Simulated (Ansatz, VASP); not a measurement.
Two plane-wave programs on NaAgPtC6N6

```
Na Ag Pt C N
1.0
     0.00000    5.61422    5.61422
     5.61422    0.00000    5.61422
     5.61422    5.61422    0.00000
Na Ag Pt C N
1 1 1 6 6
Direct
  0.25000 0.25000 0.25000
  0.00000 0.00000 0.00000
  0.50000 0.50000 0.50000
  0.78336 0.21664 0.21664
  0.78336 0.21664 0.78336
  0.78336 0.78336 0.21664
  0.21664 0.78336 0.78336
  0.21664 0.78336 0.21664
  0.21664 0.21664 0.78336
  0.67874 0.32126 0.32126
  0.67874 0.32126 0.67874
  0.67874 0.67874 0.32126
  0.32126 0.67874 0.67874
  0.32126 0.67874 0.32126
  0.32126 0.32126 0.67874
```

Alike in both runs: functional PBE; k mesh 4 × 4 × 4; occupations gaussian, width 0.02 eV; no spin polarisation.

Ansatz relaxed the structure, and its values are those at the end. VASP's run is a single point on that final structure, the one shown.

|  | VASP | Ansatz |
| --- | --- | --- |
| version | VASP 6.6.1 | Ansatz 0.2.0 |
| potentials or method | VASP PAW PBE potentials, release 64 (Na_pv, Ag, Pt, C, N), cutoff 520 eV | scalar-relativistic, plane waves, PAW |
| valence electrons in the cell | 82 | 100 |

|  | VASP | Ansatz | Ansatz less VASP |
| --- | --- | --- | --- |
| gap on the k mesh at the Fermi level (eV) | 1.21 | 1.22 | +0.008 |
| least direct gap on the mesh (eV) | 1.30 | 1.30 | +0.008 |
| pressure (GPa) | 0.3 | 0.0 | -0.32 |
| rms of the force components (eV/Å) | 0.186 | 0.003 | -0.1823 |

One of these differences is far larger than is usual between the two programs; its cause wasn't traced. VASP's potentials hold 82 valence electrons a cell and Ansatz's 100, so a difference there can come from the potentials and not from the codes. Ansatz's warnings: xc potential rough in thin density.

Neither program's run includes spin-orbit coupling. Noted on VASP's run: the standard files for N, O and F lose accuracy on very short bonds.
